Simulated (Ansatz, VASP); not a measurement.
# One calculation of C, two programs

```xyz
4
Lattice="2.4665 0.0000 0.0000 -1.2333 2.1361 0.0000 0.3809 0.0000 8.4654" Properties=species:S:1:pos:R:3 pbc="T T T"
C     0.0952    0.0000    2.1164
C     0.2857    0.0000    6.3491
C     0.0952    1.4241    2.1164
C     1.5190    0.7120    6.3491
```

Change from the starting cell: shear of c along a, cell held, atoms relaxed: +4.5 %.

Alike in both runs: functional PBE; k mesh 24 × 24 × 6; occupations gaussian, width 0.1 eV; no spin polarisation.

Ansatz relaxed the structure, and its values are those at the end. VASP's run is a single point on that final structure, the one shown.

|  | VASP | Ansatz |
| --- | --- | --- |
| version | VASP 6.6.1 | Ansatz 0.2.0 |
| potentials or method | VASP PAW PBE potentials, release 64 (C), cutoff 520 eV | scalar-relativistic, plane waves, PAW |
| valence electrons in the cell | 16 | 16 |

|  | VASP | Ansatz | Ansatz less VASP |
| --- | --- | --- | --- |
| gap on the k mesh at the Fermi level (eV) | none | none | - |
| pressure (GPa) | 0.4 | 0.0 | -0.35 |

A gap of «none» marks a metal or a gap that the smearing closes. Ansatz's warnings: stress scf threshold loose.
